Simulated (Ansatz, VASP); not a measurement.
One calculation of HPt16, two programs

The input INCAR:

```
SYSTEM = HPt16
ALGO = Normal
EDIFF = 1E-6
ENCUT = 400
GGA = PE
GGA_COMPAT = .FALSE.
ISIF = 2
ISMEAR = 0
LASPH = .TRUE.
LCHARG = .FALSE.
LREAL = .FALSE.
LWAVE = .FALSE.
NBANDS = 94
NELM = 120
NELMDL = -8
PREC = Accurate
SIGMA = 0.1
```

File KPOINTS:

```
k-points
0
G
  6 6 1
  0 0 0
```

Contents of POSCAR:

```
HPt16
1.0
    5.5493740200      0.0000000000      0.0000000000
    2.7746870100      4.8058988800      0.0000000000
    0.0000000000      0.0000000000     19.7965673700
Pt H
16 1
Direct
    0.0000000000      0.0000000000      0.3283397510
    0.5000000000      0.0000000000      0.3283397510
    0.0000000000      0.5000000000      0.3283397510
    0.5000000000      0.5000000000      0.3283397510
    0.1666666667      0.1666666667      0.4427799170
    0.6666666667      0.1666666667      0.4427799170
    0.1666666667      0.6666666667      0.4427799170
    0.6666666667      0.6666666667      0.4427799170
    0.8333333333      0.3333333333      0.5572200830
    0.3333333333      0.3333333333      0.5572200830
    0.8333333333      0.8333333333      0.5572200830
    0.3333333333      0.8333333333      0.5572200830
    0.0000000000      0.0000000000      0.6716602490
    0.5000000000      0.0000000000      0.6716602490
    0.0000000000      0.5000000000      0.6716602490
    0.5000000000      0.5000000000      0.6716602490
    0.3333333333      0.3333333333      0.7246997473
```

Input for Ansatz:

```yaml
crystal:
  lattice:
    - [5.54937402, 0.0, 0.0]
    - [2.77468701, 4.80589888, 0.0]
    - [0.0, 0.0, 19.79656737]
  atoms:
    - { symbol: Pt, position: [0.0, 0.0, 0.328339751] }
    - { symbol: Pt, position: [0.5, 0.0, 0.328339751] }
    - { symbol: Pt, position: [0.0, 0.5, 0.328339751] }
    - { symbol: Pt, position: [0.5, 0.5, 0.328339751] }
    - { symbol: Pt, position: [0.1666666667, 0.1666666667, 0.442779917] }
    - { symbol: Pt, position: [0.6666666667, 0.1666666667, 0.442779917] }
    - { symbol: Pt, position: [0.1666666667, 0.6666666667, 0.442779917] }
    - { symbol: Pt, position: [0.6666666667, 0.6666666667, 0.442779917] }
    - { symbol: Pt, position: [0.8333333333, 0.3333333333, 0.557220083] }
    - { symbol: Pt, position: [0.3333333333, 0.3333333333, 0.557220083] }
    - { symbol: Pt, position: [0.8333333333, 0.8333333333, 0.557220083] }
    - { symbol: Pt, position: [0.3333333333, 0.8333333333, 0.557220083] }
    - { symbol: Pt, position: [0.0, 0.0, 0.671660249] }
    - { symbol: Pt, position: [0.5, 0.0, 0.671660249] }
    - { symbol: Pt, position: [0.0, 0.5, 0.671660249] }
    - { symbol: Pt, position: [0.5, 0.5, 0.671660249] }
    - { symbol: H, position: [0.3333333333, 0.3333333333, 0.7246997473] }
scf:
  occupations: { method: gaussian, width: 0.1 }
output:
  forces: true
  stress: false
hamiltonian:
  xc: pbe
kpoints:
  mp_grid: { grid: [6, 6, 1] }
```

Alike in both runs: task single point; functional PBE; k mesh 6 × 6 × 1; occupations gaussian, width 0.1 eV; no spin polarisation.

|  | VASP | Ansatz |
| --- | --- | --- |
| version | VASP 6.6.1 | Ansatz 0.2.0 |
| potentials or method | VASP PAW PBE potentials, release 64 (Pt, H) | scalar-relativistic, plane waves, PAW |
| plane-wave cutoff (eV) | 400 | 420 |
| valence electrons in the cell | 161 | 289 |

|  | VASP | Ansatz | Ansatz less VASP |
| --- | --- | --- | --- |
| rms of the force components (eV/Å) | 0.270 | 0.277 | +0.0076 |

Atom by atom the forces differ by 0.009 eV/Å (rms over components). VASP's potentials hold 161 valence electrons a cell and Ansatz's 289, so a difference there can come from the potentials and not from the codes.

Spin-orbit coupling is off throughout.
